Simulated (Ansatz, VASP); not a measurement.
## One calculation of ScGa3P2, two programs

```
CELL_PARAMETERS angstrom
5.04199 0.00000 0.00000
0.00000 5.04199 0.00000
0.00000 0.00000 5.43150
ATOMIC_POSITIONS crystal
Sc 0.50000 0.50000 0.00000
Ga 0.50000 0.50000 0.50000
Ga 0.00000 0.00000 0.24835
Ga 0.00000 0.00000 0.75165
P 0.00000 0.50000 0.00000
P 0.50000 0.00000 0.00000
```

Alike in both runs: task relaxation of cell and atoms; functional PBE; k mesh 4 × 4 × 4; occupations gaussian, width 0.1 eV; no spin polarisation.

```csv
,VASP,Ansatz
version,VASP 6.6.1,Ansatz 0.2.0
potentials or method,"VASP PAW PBE potentials, release 64 (Sc_sv, Ga_d, P), cutoff 600 eV","scalar-relativistic, plane waves, PAW"
valence electrons in the cell,60,60
```

```tsv
	VASP	Ansatz	Ansatz less VASP
gap on the k mesh at the Fermi level, each at its own relaxed structure (eV)	none	none	-
relaxed volume (Å³/atom)	23.20	23.17	-0.029
relaxed length of the cell vector where the two differ most in proportion (Å)	5.350	5.361	+0.0111
```

A gap of «none» marks a metal or a gap that the smearing closes.
